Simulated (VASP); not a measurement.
Wanted: the native input for a VASP 6.6.1 run.

* Task: dielectric tensor
* Functional: PBE
* Potentials or basis: VASP PAW PBE potentials, release 64 (Cd, Se)
* Cutoff: 520 eV
* k mesh: 8 × 8 × 8
* Occupations: gaussian, width 0.01 eV
* Spin: no spin polarisation
* Dipole correction: no
* Further INCAR settings: ALGO = Normal; EDIFF = 1e-08

The structure of CdSe lies in POSCAR:

```
CdSe
1.0
    0.0000000000      3.0702711986      3.0702711986
    3.0702711986      0.0000000000      3.0702711986
    3.0702711986      3.0702711986      0.0000000000
Cd Se
1 1
Direct
    0.0000000000      0.0000000000      0.0000000000
    0.2500000000      0.2500000000      0.2500000000
```

One way to write it, as run:

INCAR

```
  ALGO = Normal
  EDIFF = 1E-8
  ENCUT = 520
  GGA = PE
  ISIF = 2
  ISMEAR = 0
  LASPH = True
  LCHARG = False
  LEPSILON = True
  LREAL = False
  LWAVE = False
  NELM = 100
  PREC = Accurate
  SIGMA = 0.01
```

KPOINTS

```
k-points
0
Gamma
  8 8 8
```

Potentials or basis: VASP PAW PBE potentials, release 64 (Cd, Se).

Run with:

```bash
$ cat potpaw_PBE.64/Cd/POTCAR potpaw_PBE.64/Se/POTCAR > POTCAR
$ mpirun -np 1 vasp_std > vasp.out
```

Results of the run:

- Band gap on the k mesh: 0.55 eV, direct
- Electronic dielectric tensor (diagonal): 12.55
- Born charges (mean of the diagonal): Cd +2.39; Se -2.39 e

Caveat: the gap is small at this level, which inflates the dielectric constant.

Run time: 12 min on 1 thread of AMD EPYC 7R13 (shared host), peak memory 0.32 GiB.
